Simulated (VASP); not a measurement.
# CdS (wurtzite type) (P6_3mc) in VASP: notebook

Runs on CdS (wurtzite type). Level: PBE. Tasks: single point.

Everything below comes from runs of VASP 6.6.1. Logs are shortened: lines on timing, memory, paths and dates and some standing lists are left out, and cuts for length are marked.

## Step 1: The cell of the first run

It takes space group P6_3mc (No. 186, hexagonal). The conventional cell has a = 3.561 Å, b = 3.561 Å, c = 6.827 Å, α = 90.00°, β = 90.00°, γ = 120.00°. Cd (site symmetry 3m) has 4 S at 2.27 to 2.35 Å within 3.0 Å. Within 3.0 Å of S (site symmetry 3m) lie 4 Cd at 2.27 to 2.35 Å.

## Step 2: Single point, PBE

INCAR

```
ALGO = Normal
EDIFF = 1E-6
ENCUT = 520
GGA = PE
ISIF = 2
ISMEAR = -1
LASPH = T
LCHARG = F
LREAL = F
LWAVE = F
NBANDS = 26
NELM = 60
PREC = Accurate
SIGMA = 0.1
```

KPOINTS

```
k-points
0
Gamma
  10 10 5
```

POSCAR

```
CdS
1.0
    3.5612518533      0.0000000000      0.0000000000
   -1.7806259267      3.0841345743      0.0000000000
    0.0000000000      0.0000000000      6.8274952522
Cd S
2 2
Direct
    0.3333333333      0.6666666667      0.0214388123
    0.6666666667      0.3333333333      0.5214388123
    0.3333333333      0.6666666667      0.3545611877
    0.6666666667      0.3333333333      0.8545611877
```

Potentials or basis: VASP PAW PBE potentials, release 64 (Cd, S).

Started as:

```
> cat potpaw_PBE.64/Cd/POTCAR potpaw_PBE.64/S/POTCAR > POTCAR
> mpirun -np 1 vasp_std > vasp.out
```

OUTCAR:

```text
EDIFF = 1E-6
   ENCUT = 520
   GGA = PE
   ISIF = 2
   ISMEAR = -1
   LASPH = T
   LREAL = F
   NELM = 60
   PREC = Accurate

 ion  position               nearest neighbor table
   1  0.333  0.667  0.021-   3 2.27   4 2.35   4 2.35   4 2.35
   2  0.667  0.333  0.521-   4 2.27   3 2.35   3 2.35   3 2.35
   3  0.333  0.667  0.355-   1 2.27   2 2.35   2 2.35   2 2.35
   4  0.667  0.333  0.855-   2 2.27   1 2.35   1 2.35   1 2.35

  LATTYP: Found a hexagonal cell.
 ALAT       =     3.5612518533
 C/A-ratio  =     1.9171615863

  Lattice vectors:

 A1 = (   3.5612518533,   0.0000000000,   0.0000000000)
 A2 = (  -1.7806259267,   3.0841345743,   0.0000000000)
 A3 = (   0.0000000000,   0.0000000000,   6.8274952522)

Analysis of symmetry for initial positions (statically):
=====================================================================
 Subroutine PRICEL returns:
 Original cell was already a primitive cell.

 Routine SETGRP: Setting up the symmetry group for a
 hexagonal supercell.

 Subroutine GETGRP returns: Found 12 space group operations
 (whereof  6 operations were pure point group operations)
 out of a pool of 24 trial point group operations.

The static configuration has the point symmetry C_3v.
 The point group associated with its full space group is C_6v.

Analysis of symmetry for dynamics (positions and initial velocities):
=====================================================================
 Subroutine PRICEL returns:
 Original cell was already a primitive cell.

 Routine SETGRP: Setting up the symmetry group for a
 hexagonal supercell.

 Subroutine GETGRP returns: Found 12 space group operations
 (whereof  6 operations were pure point group operations)
 out of a pool of 24 trial point group operations.

The dynamic configuration has the point symmetry C_3v.
 The point group associated with its full space group is C_6v.

 Subroutine INISYM returns: Found 12 space group operations
 (whereof  6 operations are pure point group operations),
 and found     1 'primitive' translations

----------------------------------------------------------------------------------------

                                     Primitive cell

  volume of cell :      74.9890

  direct lattice vectors                    reciprocal lattice vectors
     3.561251853  0.000000000  0.000000000     0.280800135  0.162120033  0.000000000
    -1.780625927  3.084134574  0.000000000     0.000000000  0.324240067  0.000000000
     0.000000000  0.000000000  6.827495252     0.000000000  0.000000000  0.146466598

  length of vectors
     3.561251853  3.561251853  6.827495252     0.324240067  0.324240067  0.146466598

  position of ions in fractional coordinates (direct lattice)
     0.333333333  0.666666667  0.021438812
     0.666666667  0.333333333  0.521438812
     0.333333333  0.666666667  0.354561188
     0.666666667  0.333333333  0.854561188

  ion indices of the primitive-cell ions
   primitive index   ion index
                 1           1
                 2           2
                 3           3
                 4           4

----------------------------------------------------------------------------------------

 KPOINTS: k-points

Automatic generation of k-mesh.
 Grid dimensions read from file:
 generate k-points for:   10   10    5

 Generating k-lattice:

  Cartesian coordinates                     Fractional coordinates (reciprocal lattice)
     0.028080013  0.016212003  0.000000000     0.100000000  0.000000000  0.000000000
     0.000000000  0.032424007  0.000000000     0.000000000  0.100000000  0.000000000
     0.000000000  0.000000000  0.029293320     0.000000000  0.000000000  0.200000000

  Length of vectors
     0.032424007  0.032424007  0.029293320

  Shift w.r.t. Gamma in fractional coordinates (k-lattice)
     0.000000000  0.000000000  0.000000000

 Subroutine IBZKPT returns following result:
 ===========================================

 Found     42 irreducible k-points:

 Following reciprocal coordinates:
            Coordinates               Weight
  0.000000  0.000000  0.000000      1.000000
  0.100000 -0.000000  0.000000      6.000000
  0.200000 -0.000000  0.000000      6.000000
  0.300000  0.000000  0.000000      6.000000
  0.400000  0.000000  0.000000      6.000000
  0.500000  0.000000  0.000000      3.000000
[... 16 lines left out ...]
  0.300000  0.100000  0.200000     24.000000
  0.400000  0.100000  0.200000     24.000000
 [... further k-points ...]
   k-points           NKPTS =     42   k-points in BZ     NKDIM =     42   number of bands    NBANDS=     26
   number of dos      NEDOS =    301   number of ions     NIONS =      4
   total plane-waves  NPLWV =  42336
   dimension x,y,z NGX =    28 NGY =   28 NGZ =   54
   dimension x,y,z NGXF=    56 NGYF=   56 NGZF=  108
   ions per type =               2   2
   NGX,Y,Z   is equivalent  to a cutoff of  13.07, 13.07, 13.15 a.u.
   NGXF,Y,Z  is equivalent  to a cutoff of  26.14, 26.14, 26.30 a.u.
 SYSTEM =  unknown system
   PREC   = accura    normal or accurate (medium, high low for compatibility)
   ISTART =      0    job   : 0-new  1-cont  2-samecut
   ICHARG =      2    charge: 1-file 2-atom 10-const
   ISPIN  =      1    spin polarized calculation?
   LNONCOLLINEAR =      F non collinear calculations
   LSORBIT =      F    spin-orbit coupling
   LASPH  =      T    aspherical Exc in radial PAW
   ENCUT  =  520.0 eV  38.22 Ry    6.18 a.u.   6.62  6.62 12.69*2*pi/ulx,y,z
   NELM   =     60;   NELMIN=  2; NELMDL= -5     # of ELM steps
   EDIFF  = 0.1E-05   stopping-criterion for ELM
   LREAL  =      F    real-space projection
   EDIFFG = 0.1E-04   stopping-criterion for IOM
   NSW    =      0    number of steps for IOM
   IBRION =     -1    ionic relax: 0-MD 1-quasi-New 2-CG
   NFREE  =      0    steps in history (QN), initial steepest desc. (CG)
   ISIF   =      2    stress and relaxation
   ISYM   =      2    0-nonsym 1-usesym 2-fastsym
   POTIM  = 0.5000    time-step for ionic-motion
   TEBEG  =    0.0;   TEEND  =   0.0 temperature during run
   PSTRESS=    0.0 pullay stress
   NELECT =      36.0000    total number of electrons
   NUPDOWN=      -1.0000    fix difference up-down
   EMIN   =  10.00;   EMAX   =-10.00  energy-range for DOS
   EFERMI =   0.00;   METHOD = LEGACY
   ISMEAR =    -1;   SIGMA  =   0.10  broadening in eV -4-tet -1-fermi 0-gaus
   EFERMI_NEDOS =   21; number of points for ismear=-14 and -15
   IALGO  =     38    algorithm
   IMIX   =      4    mixing-type and parameters
     AMIX     =   0.40;   BMIX     =  1.00
     AMIX_MAG =   1.60;   BMIX_MAG =  1.00
  volume/ion in A,a.u.               =      18.75       126.51
  Fermi-wavevector in a.u.,A,eV,Ry     =   1.281868  2.422379 22.356885  1.643185
  Thomas-Fermi vector in A             =   2.414212
   LORBIT       =      0    0 simple, 1 ext, 2 COOP (PROOUT), +10 PAW based schemes
   GGA     = PE    functional components
   LHFCALC =     F    Hartree Fock is set to
   AEXX    =    0.0000 exact exchange contribution
   IVDW    =     0    specifies the selected vdW correction
   LEPSILON=     F    determine dielectric tensor
   LRPA    =     F    only Hartree local field effects (RPA)
 non-spin polarized calculation
  energy-cutoff  :      520.00
  volume of cell :       74.99
 maximum number of plane-waves:      2059
 NGX is ok and might be reduce to    28
   NGX = 13   NGY = 13   NGZ = 25

 number of electron      35.9999998 magnetization

 Free energy of the ion-electron system (eV)
  ---------------------------------------------------
  ext. energy  EPLUGINS =         0.00000000
  ---------------------------------------------------
  free energy    TOTEN  =        -9.80067905 eV

  energy without entropy =       -9.80056657  energy(sigma->0) =       -9.80062281

 E-fermi :   5.0356     XC(G=0): -10.5927

 val. band max:        4.4366865843   @ k =   0.0000   0.0000   0.0000
 cond. band min:       5.4239909551   @ k =   0.0000   0.0000   0.0000
 fundamental gap:      0.9873043709
 Fermi energy:         5.0356017283

 k-point     1 :       0.0000    0.0000    0.0000
  band No.  band energies     occupation
      1     -10.2437      2.00000
      2      -9.5277      2.00000
      3      -5.2083      2.00000
      4      -4.8092      2.00000
      5      -4.8092      2.00000
      6      -4.6464      2.00000
[... 18 lines left out ...]
     25      12.6085      0.00000
     26      12.6085      0.00000

 k-point     2 :       0.1000   -0.0000    0.0000
  band No.  band energies     occupation
      1     -10.1698      2.00000
      2      -9.4886      2.00000
      3      -5.1842      2.00000
      4      -4.7953      2.00000
      5      -4.7915      2.00000
      6      -4.6382      2.00000
[... 18 lines left out ...]
     25      12.2491      0.00000
     26      12.8877      0.00000

 k-point     3 :       0.2000   -0.0000    0.0000
  band No.  band energies     occupation
      1      -9.9696      2.00000
      2      -9.3877      2.00000
      3      -5.1390      2.00000
      4      -4.7594      2.00000
      5      -4.7521      2.00000
      6      -4.5864      2.00000
[... 18 lines left out ...]
     25      12.1757      0.00000
     26      12.9274      0.00000

 k-point     4 :       0.3000    0.0000    0.0000
  band No.  band energies     occupation
      1      -9.7060      2.00000
      2      -9.2682      2.00000
      3      -5.0889      2.00000
      4      -4.7514      2.00000
      5      -4.7475      2.00000
      6      -4.4682      2.00000
[... 18 lines left out ...]
     25      12.7586      0.00000
     26      14.2547      0.00000
[... 496 lines left out ...]
      1      -9.7535      2.00000
      2      -9.3561      2.00000
      3      -5.0701      2.00000
      4      -4.7809      2.00000
      5      -4.6701      2.00000
      6      -4.5625      2.00000
[... 18 lines left out ...]
     25      12.1637      0.00000
     26      12.7654      0.00000

 k-point    23 :       0.3000    0.1000    0.2000
  band No.  band energies     occupation
      1      -9.5156      2.00000
      2      -9.2396      2.00000
      3      -5.0030      2.00000
      4      -4.8186      2.00000
      5      -4.6778      2.00000
      6      -4.4987      2.00000
[... 18 lines left out ...]
     25      12.8108      0.00000
     26      13.9444      0.00000

 k-point    24 :       0.4000    0.1000    0.2000
  band No.  band energies     occupation
      1      -9.3558      2.00000
      2      -9.1772      2.00000
      3      -4.9296      2.00000
      4      -4.8366      2.00000
      5      -4.7060      2.00000
      6      -4.5583      2.00000
[... 18 lines left out ...]
     25      12.7423      0.00000
     26      14.0683      0.00000

 [... further k-points ...]

------------------------ aborting loop because EDIFF is reached ----------------------------------------

  FORCE on cell =-STRESS in cart. coord.  units (eV):
  Direction    XX          YY          ZZ          XY          YZ          ZX
  --------------------------------------------------------------------------------------
  -------------------------------------------------------------------------------------
  Total       15.6470793     15.6470793     15.8914266     -0.0000000      0.0000000      0.0000000
  in kB      334.3077557    334.3077557    339.5283583     -0.0000000      0.0000000      0.0000000
  external PRESSURE =     336.0479566 kB  Pullay stress =       0.0000000 kB

 VOLUME and BASIS-vectors are now :
 -----------------------------------------------------------------------------
  energy-cutoff  :      520.00
  volume of cell :       74.99
      direct lattice vectors                 reciprocal lattice vectors
     3.561251853  0.000000000  0.000000000     0.280800135  0.162120033  0.000000000
    -1.780625927  3.084134574  0.000000000     0.000000000  0.324240067  0.000000000
     0.000000000  0.000000000  6.827495252     0.000000000  0.000000000  0.146466598

 POSITION                                       TOTAL-FORCE (eV/Angst)
 -----------------------------------------------------------------------------------
     -0.00000      2.05609      0.14637        -0.000000      0.000000      0.008093
      1.78063      1.02804      3.56012         0.000000     -0.000000      0.008093
     -0.00000      2.05609      2.42076         0.000000      0.000000     -0.008093
      1.78063      1.02804      5.83451         0.000000      0.000000     -0.008093
 -----------------------------------------------------------------------------------
    total drift:                               -0.000000      0.000000     -0.000563

  FREE ENERGIE OF THE ION-ELECTRON SYSTEM (eV)
  ---------------------------------------------------
  free  energy   TOTEN  =        -9.8006790517 eV

  energy  without entropy=       -9.8005665667  energy(sigma->0) =       -9.80062281
```

It took 2.2 min on 1 thread of AMD EPYC 7R13, shared host; peak memory 0.23 GiB.

Results:

* Free energy: -9.8007 eV
* Pressure: 33.6 GPa
* Largest force: 0.008 eV/Å
* Band gap on the k mesh: 0.99 eV

Forces in eV/Å, atoms in the order of the input:
```
Cd   0.000  0.000  0.008
Cd   0.000  0.000  0.008
S    0.000  0.000 -0.008
S    0.000  0.000 -0.008
```

Stress tensor (GPa, compression positive):
```
33.43  0.00  0.00
 0.00 33.43  0.00
 0.00  0.00 33.95
```

Caveat: the cell stands under pressure.

## Step 3: Single point, PBE

This run uses another cell than the first one, of 26.04 Å³/atom.

INCAR

```
PREC = Accurate
ENCUT = 520
EDIFF = 1E-6
ISMEAR = -1
SIGMA = 0.1
LREAL = False
LASPH = True
NELM = 80
ALGO = Normal
ISIF = 2
LWAVE = False
LCHARG = False
GGA = PE
NBANDS = 26
```

KPOINTS

```
Automatic mesh
0
Gamma
  10 10 5
```

POSCAR

```
CdS
1.0
    4.1959854660      0.0000000000      0.0000000000
   -2.0979927330      3.6338300075      0.0000000000
    0.0000000000      0.0000000000      6.8307176884
Cd S
2 2
Direct
    0.3333333333      0.6666666667     -0.0002061996
    0.6666666667      0.3333333333      0.4997938004
    0.3333333333      0.6666666667      0.3762061996
    0.6666666667      0.3333333333      0.8762061996
```

Potentials or basis: VASP PAW PBE potentials, release 64 (Cd, S).

Started as:

```
> cat potpaw_PBE.64/Cd/POTCAR potpaw_PBE.64/S/POTCAR > POTCAR
> mpirun -np 1 vasp_std > vasp.out
```

It took 2.4 min on 1 thread of AMD EPYC 7R13, shared host; peak memory 0.27 GiB.

Results (log left out):

- Free energy: -12.2997 eV
- Pressure: 0.3 GPa
- Band gap on the k mesh: 1.11 eV

Levels at points of the mesh, in eV from the valence-band top:
```csv
k point,band 16,band 17,band 18,band 19,band 20,band 21
"(0.00, 0.00, 0.00)",-0.04,0.00,0.00,1.11,2.74,6.48
"(0.50, 0.00, 0.00)",-1.72,-1.19,-0.69,3.62,3.88,5.12
```
